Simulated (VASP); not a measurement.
# MgTe (P6_3mc) in VASP: single point with r2SCAN

Aim: the single point of MgTe with r2SCAN.

Everything below comes from runs of VASP 6.6.1. Logs are shortened: lines on timing, memory, paths and dates and some standing lists are left out, and cuts for length are marked.

## 1. The cell of the first run

Symmetry: P6_3mc, No. 186, hexagonal system. Conventional cell: a = 4.577 Å, b = 4.577 Å, c = 7.454 Å, α = 90.00°, β = 90.00°, γ = 120.00°. Within 3.7 Å of Mg (site symmetry 3m) lie 4 Te at 2.80 Å. Te (site symmetry 3m) has 4 Mg at 2.80 Å within 3.7 Å.

## 2. Single point, r2SCAN

File POSCAR:

```
MgTe
1.0
    4.5774778924      0.0000000000      0.0000000000
   -2.2887389462      3.9642121401      0.0000000000
    0.0000000000      0.0000000000      7.4537313277
Mg Te
2 2
Direct
    0.3333333333      0.6666666667      0.9968935173
    0.6666666667      0.3333333333      0.4968935173
    0.3333333333      0.6666666667      0.3731064827
    0.6666666667      0.3333333333      0.8731064827
```

File INCAR.step1:

```
SYSTEM = MgTe
PREC     = Accurate       ! precision mode
ENCUT    = 660            ! plane-wave cutoff, eV
ISMEAR   = 0              ! smearing method
SIGMA    = 0.02           ! smearing width, eV
LREAL    = .FALSE.        ! projectors in reciprocal space
LASPH    = .TRUE.         ! aspherical terms in the spheres
NELM     = 120            ! most SCF steps
NBANDS   = 16             ! bands
GGA      = PE             ! functional
ALGO     = Normal         ! electronic algorithm
EDIFF    = 1E-5           ! SCF threshold, eV
LWAVE    = .TRUE.         ! write WAVECAR
LCHARG   = .FALSE.        ! write CHGCAR
GGA_COMPAT= .FALSE.
```

File INCAR.step2:

```
SYSTEM = MgTe
PREC     = Accurate       ! precision mode
ENCUT    = 660            ! plane-wave cutoff, eV
EDIFF    = 1E-6           ! SCF threshold, eV
ISMEAR   = 0              ! smearing method
SIGMA    = 0.02           ! smearing width, eV
LREAL    = .FALSE.        ! projectors in reciprocal space
LASPH    = .TRUE.         ! aspherical terms in the spheres
NELM     = 120            ! most SCF steps
ALGO     = Normal         ! electronic algorithm
ISIF     = 2              ! what is computed and relaxed
LWAVE    = .FALSE.        ! write WAVECAR
LCHARG   = .FALSE.        ! write CHGCAR
METAGGA  = R2SCAN         ! meta-GGA
LMIXTAU  = .TRUE.       
NBANDS   = 16             ! bands
ISTART   = 1            
GGA_COMPAT= .FALSE.
```

File KPOINTS:

```
Automatic mesh
0
G
  8 8 5
  0 0 0
```

Potentials or basis: VASP PAW PBE potentials, release 64 (Mg, Te).

Launch:

```bash
$ cat potpaw_PBE.64/Mg/POTCAR potpaw_PBE.64/Te/POTCAR > POTCAR
$ cp INCAR.step1 INCAR
$ mpirun -np 1 vasp_std > vasp.out
$ cp INCAR.step2 INCAR
$ mpirun -np 1 vasp_std > vasp.out
```

OUTCAR:

```text
SYSTEM = MgTe
   PREC = Accurate
   ENCUT = 660
   EDIFF = 1E-6
   ISMEAR = 0
   LREAL = .FALSE.
   LASPH = .TRUE.
   NELM = 120
   ISIF = 2
   METAGGA = R2SCAN
   ISTART = 1

 ion  position               nearest neighbor table
   1  0.333  0.667  0.997-   4 2.80   4 2.80   4 2.80   3 2.80
   2  0.667  0.333  0.497-   3 2.80   3 2.80   3 2.80   4 2.80
   3  0.333  0.667  0.373-   2 2.80   2 2.80   2 2.80   1 2.80
   4  0.667  0.333  0.873-   1 2.80   1 2.80   1 2.80   2 2.80

  LATTYP: Found a hexagonal cell.
 ALAT       =     4.5774778924
 C/A-ratio  =     1.6283489517

  Lattice vectors:

 A1 = (   4.5774778924,   0.0000000000,   0.0000000000)
 A2 = (  -2.2887389462,   3.9642121401,   0.0000000000)
 A3 = (   0.0000000000,   0.0000000000,   7.4537313277)

Analysis of symmetry for initial positions (statically):
=====================================================================
 Subroutine PRICEL returns:
 Original cell was already a primitive cell.

 Routine SETGRP: Setting up the symmetry group for a
 hexagonal supercell.

 Subroutine GETGRP returns: Found 12 space group operations
 (whereof  6 operations were pure point group operations)
 out of a pool of 24 trial point group operations.

The static configuration has the point symmetry C_3v.
 The point group associated with its full space group is C_6v.

Analysis of symmetry for dynamics (positions and initial velocities):
=====================================================================
 Subroutine PRICEL returns:
 Original cell was already a primitive cell.

 Routine SETGRP: Setting up the symmetry group for a
 hexagonal supercell.

 Subroutine GETGRP returns: Found 12 space group operations
 (whereof  6 operations were pure point group operations)
 out of a pool of 24 trial point group operations.

The dynamic configuration has the point symmetry C_3v.
 The point group associated with its full space group is C_6v.

 Subroutine INISYM returns: Found 12 space group operations
 (whereof  6 operations are pure point group operations),
 and found     1 'primitive' translations

----------------------------------------------------------------------------------------

                                     Primitive cell

  volume of cell :     135.2561

  direct lattice vectors                    reciprocal lattice vectors
     4.577477892  0.000000000  0.000000000     0.218460913  0.126128467  0.000000000
    -2.288738946  3.964212140  0.000000000     0.000000000  0.252256934  0.000000000
     0.000000000  0.000000000  7.453731328     0.000000000  0.000000000  0.134160993

  length of vectors
     4.577477892  4.577477892  7.453731328     0.252256934  0.252256934  0.134160993

  position of ions in fractional coordinates (direct lattice)
     0.333333333  0.666666667  0.996893517
     0.666666667  0.333333333  0.496893517
     0.333333333  0.666666667  0.373106483
     0.666666667  0.333333333  0.873106483

  ion indices of the primitive-cell ions
   primitive index   ion index
                 1           1
                 2           2
                 3           3
                 4           4

----------------------------------------------------------------------------------------

 KPOINTS: Automatic mesh

Automatic generation of k-mesh.
 Grid dimensions read from file:
 generate k-points for:    8    8    5

 Generating k-lattice:

  Cartesian coordinates                     Fractional coordinates (reciprocal lattice)
     0.027307614  0.015766058  0.000000000     0.125000000  0.000000000  0.000000000
     0.000000000  0.031532117  0.000000000     0.000000000  0.125000000  0.000000000
     0.000000000  0.000000000  0.026832199     0.000000000  0.000000000  0.200000000

  Length of vectors
     0.031532117  0.031532117  0.026832199

  Shift w.r.t. Gamma in fractional coordinates (k-lattice)
     0.000000000  0.000000000  0.000000000

 Subroutine IBZKPT returns following result:
 ===========================================

 Found     30 irreducible k-points:

 Following reciprocal coordinates:
            Coordinates               Weight
  0.000000  0.000000  0.000000      1.000000
  0.125000 -0.000000  0.000000      6.000000
  0.250000 -0.000000  0.000000      6.000000
  0.375000 -0.000000  0.000000      6.000000
  0.500000 -0.000000  0.000000      3.000000
  0.125000  0.125000  0.000000      6.000000
[... 16 lines left out ...]
  0.250000 -0.000000  0.400000     12.000000
  0.375000 -0.000000  0.400000     12.000000
 [... further k-points ...]
   k-points           NKPTS =     30   k-points in BZ     NKDIM =     30   number of bands    NBANDS=     16
   number of dos      NEDOS =    301   number of ions     NIONS =      4
   total plane-waves  NPLWV = 102400
   dimension x,y,z NGX =    40 NGY =   40 NGZ =   64
   dimension x,y,z NGXF=    80 NGYF=   80 NGZF=  128
   ions per type =               2   2
   NGX,Y,Z   is equivalent  to a cutoff of  14.53, 14.53, 14.27 a.u.
   NGXF,Y,Z  is equivalent  to a cutoff of  29.05, 29.05, 28.55 a.u.
 SYSTEM =  MgTe
   PREC   = accura    normal or accurate (medium, high low for compatibility)
   ISTART =      1    job   : 0-new  1-cont  2-samecut
   ICHARG =      0    charge: 1-file 2-atom 10-const
   ISPIN  =      1    spin polarized calculation?
   LNONCOLLINEAR =      F non collinear calculations
   LSORBIT =      F    spin-orbit coupling
   LASPH  =      T    aspherical Exc in radial PAW
   ENCUT  =  660.0 eV  48.51 Ry    6.96 a.u.   9.59  9.59 15.61*2*pi/ulx,y,z
   NELM   =    120;   NELMIN=  2; NELMDL=  0     # of ELM steps
   EDIFF  = 0.1E-05   stopping-criterion for ELM
   LREAL  =      F    real-space projection
[... 7 lines left out ...]
   TEBEG  =    0.0;   TEEND  =   0.0 temperature during run
   PSTRESS=    0.0 pullay stress
   NELECT =      16.0000    total number of electrons
   NUPDOWN=      -1.0000    fix difference up-down
   EMIN   =  10.00;   EMAX   =-10.00  energy-range for DOS
   EFERMI =   0.00;   METHOD = LEGACY
   ISMEAR =     0;   SIGMA  =   0.02  broadening in eV -4-tet -1-fermi 0-gaus
   EFERMI_NEDOS =   21; number of points for ismear=-14 and -15
   IALGO  =     38    algorithm
   IMIX   =      4    mixing-type and parameters
     AMIX     =   0.40;   BMIX     =  1.00
     AMIX_MAG =   1.60;   BMIX_MAG =  1.00
  volume/ion in A,a.u.               =      33.81       228.19
  Fermi-wavevector in a.u.,A,eV,Ry     =   0.803642  1.518663  8.787189  0.645840
  Thomas-Fermi vector in A             =   1.911548
   LORBIT       =      0    0 simple, 1 ext, 2 COOP (PROOUT), +10 PAW based schemes
   METAGGA = R2SCAN    functional components
   LHFCALC =     F    Hartree Fock is set to
   AEXX    =    0.0000 exact exchange contribution
   IVDW    =     0    specifies the selected vdW correction
   LEPSILON=     F    determine dielectric tensor
   LRPA    =     F    only Hartree local field effects (RPA)
 non-spin polarized calculation
 Gauss-broadening in eV      SIGMA  =   0.02
  energy-cutoff  :      660.00
  volume of cell :      135.26
 maximum number of plane-waves:      5275
 NGX is ok and might be reduce to    40
   NGX = 19   NGY = 19   NGZ = 31

 number of electron      16.0000000 magnetization

 Free energy of the ion-electron system (eV)
  ---------------------------------------------------
  ext. energy  EPLUGINS =         0.00000000
  ---------------------------------------------------
  free energy    TOTEN  =       -63.36371953 eV

  energy without entropy =      -63.36371953  energy(sigma->0) =      -63.36371953

 E-fermi :   1.7571     XC(G=0):  -8.1758

 val. band max:        1.6326158783   @ k =   0.0000   0.0000   0.0000
 cond. band min:       4.7774153677   @ k =   0.0000   0.0000   0.0000
 fundamental gap:      3.1447994894
 Fermi energy:         1.7570663083

 k-point     1 :       0.0000    0.0000    0.0000
  band No.  band energies     occupation
      1      -8.8860      2.00000
      2      -8.2537      2.00000
      3      -1.6252      2.00000
      4       1.1424      2.00000
      5       1.1424      2.00000
      6       1.6292      2.00000
[... 8 lines left out ...]
     15       8.4258      0.00000
     16       9.3996      0.00000

 k-point     2 :       0.1250   -0.0000    0.0000
  band No.  band energies     occupation
      1      -8.8161      2.00000
      2      -8.2148      2.00000
      3      -1.5231      2.00000
      4       0.6183      2.00000
      5       1.0001      2.00000
      6       1.0627      2.00000
[... 8 lines left out ...]
     15       8.6509      0.00000
     16       8.7892      0.00000

 k-point     3 :       0.2500   -0.0000    0.0000
  band No.  band energies     occupation
      1      -8.6291      2.00000
      2      -8.1251      2.00000
      3      -1.2575      2.00000
      4      -0.2912      2.00000
      5       0.1081      2.00000
      6       0.7168      2.00000
[... 8 lines left out ...]
     15       9.0179      0.00000
     16       9.3769      0.00000

 k-point     4 :       0.3750   -0.0000    0.0000
  band No.  band energies     occupation
      1      -8.3985      2.00000
      2      -8.0560      2.00000
      3      -1.2354      2.00000
      4      -0.7329      2.00000
      5      -0.5082      2.00000
      6       0.4829      2.00000
[... 8 lines left out ...]
     15       9.3951      0.00000
     16      10.4418      0.00000
[... 324 lines left out ...]
 k-point    22 :       0.1250   -0.0000    0.4000
  band No.  band energies     occupation
      1      -8.6296      2.00000
      2      -8.4456      2.00000
      3      -0.7570      2.00000
      4       0.0116      2.00000
      5       0.8853      2.00000
      6       1.1498      2.00000
[... 8 lines left out ...]
     15       8.1906      0.00000
     16       8.8358      0.00000

 k-point    23 :       0.2500   -0.0000    0.4000
  band No.  band energies     occupation
      1      -8.4689      2.00000
      2      -8.3140      2.00000
      3      -0.9155      2.00000
      4      -0.5426      2.00000
      5       0.3754      2.00000
      6       0.9126      2.00000
[... 8 lines left out ...]
     15       8.8797      0.00000
     16       9.0480      0.00000

 k-point    24 :       0.3750   -0.0000    0.4000
  band No.  band energies     occupation
      1      -8.2844      2.00000
      2      -8.1786      2.00000
      3      -1.3545      2.00000
      4      -1.1728      2.00000
      5       0.3887      2.00000
      6       0.7137      2.00000
[... 8 lines left out ...]
     15       9.7413      0.00000
     16      10.1310      0.00000

 [... further k-points ...]
[... 5 lines left out ...]
  --------------------------------------------------------------------------------------
  -------------------------------------------------------------------------------------
  Total       -0.0886930     -0.0886930     -0.0595883      0.0000000      0.0000000     -0.0000000
  in kB       -1.0506131     -1.0506131     -0.7058538      0.0000000      0.0000000     -0.0000000
  external PRESSURE =      -0.9356933 kB  Pullay stress =       0.0000000 kB

 VOLUME and BASIS-vectors are now :
 -----------------------------------------------------------------------------
  energy-cutoff  :      660.00
  volume of cell :      135.26
      direct lattice vectors                 reciprocal lattice vectors
     4.577477892  0.000000000  0.000000000     0.218460913  0.126128467  0.000000000
    -2.288738946  3.964212140  0.000000000     0.000000000  0.252256934  0.000000000
     0.000000000  0.000000000  7.453731328     0.000000000  0.000000000  0.134160993

 POSITION                                       TOTAL-FORCE (eV/Angst)
 -----------------------------------------------------------------------------------
     -0.00000      2.64281      7.43058         0.000000     -0.000000     -0.000967
      2.28874      1.32140      3.70371        -0.000000     -0.000000     -0.000967
     -0.00000      2.64281      2.78104         0.000000     -0.000000      0.000967
      2.28874      1.32140      6.50790         0.000000      0.000000      0.000967
 -----------------------------------------------------------------------------------
    total drift:                                0.000000      0.000000     -0.003631

  FREE ENERGIE OF THE ION-ELECTRON SYSTEM (eV)
  ---------------------------------------------------
  free  energy   TOTEN  =       -63.3637195334 eV

  energy  without entropy=      -63.3637195334  energy(sigma->0) =      -63.36371953
```

Run time: 3.2 min. Hardware: 1 thread of AMD EPYC 9R45 (Zen 5), shared host; peak memory 0.36 GiB.

Results:

```
Free energy            : -63.3637 eV
Pressure               : -0.1 GPa
Band gap on the k mesh : 3.14 eV
```

Caveat: the PAW data sets were made with another functional, which shifts forces and pressure a little; spin-orbit coupling is left out, which moves the levels of the heavy elements. A k mesh can miss the band edges.
